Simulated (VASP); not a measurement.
Here is a VASP 6.6.1 calculation.

File INCAR:

```
SYSTEM = GePt
ALGO     = Normal         ! electronic algorithm
EDIFF    = 1E-6           ! SCF threshold, eV
ENCUT    = 520            ! plane-wave cutoff, eV
ISIF     = 2              ! what is computed and relaxed
ISMEAR   = 0              ! smearing method
LASPH    = .True.         ! aspherical terms in the spheres
LCHARG   = .True.         ! write CHGCAR
LELF     = .True.         ! ELF
LREAL    = .False.        ! projectors in reciprocal space
LVHAR    = .True.       
LWAVE    = .False.        ! write WAVECAR
NBANDS   = 58             ! bands
NELM     = 60             ! most SCF steps
PREC     = Accurate       ! precision mode
SIGMA    = 0.1            ! smearing width, eV
```

KPOINTS

```
k-points
0
Gamma
  6 10 6
  0 0 0
```

File POSCAR:

```
GePt
1.0
    5.7050702733      0.0000000000      0.0000000000
    0.0000000000      3.6755169195      0.0000000000
    0.0000000000      0.0000000000      6.0472129019
Ge Pt
4 4
Direct
    0.1853837677      0.2500000000      0.5880846727
    0.3146162323      0.7500000000      0.0880846727
    0.6853837677      0.2500000000      0.9119153273
    0.8146162323      0.7500000000      0.4119153273
    1.0009405690      0.2500000000      0.1913875100
    0.4990594310      0.7500000000      0.6913875100
    0.5009405690      0.2500000000      0.3086124900
   -0.0009405690      0.7500000000      0.8086124900
```

Potentials or basis: VASP PAW LDA potentials, release 64 (Ge_d, Pt).

The run is started by

```console
$ cat potpaw_LDA.64/Ge_d/POTCAR potpaw_LDA.64/Pt/POTCAR > POTCAR
$ mpirun -np 1 vasp_std > vasp.out
```

(1) Estimate the pressure.

(2) Predict the largest force.

(3) What does it give for the band gap on the k mesh?

Results:

(1) 0.7 GPa.

(2) 0.024 eV/Å.

(3) zero (bands 48 and 49 overlap by 1.37 eV).

Caveat: spin-orbit coupling is left out, which moves the levels of the heavy elements.
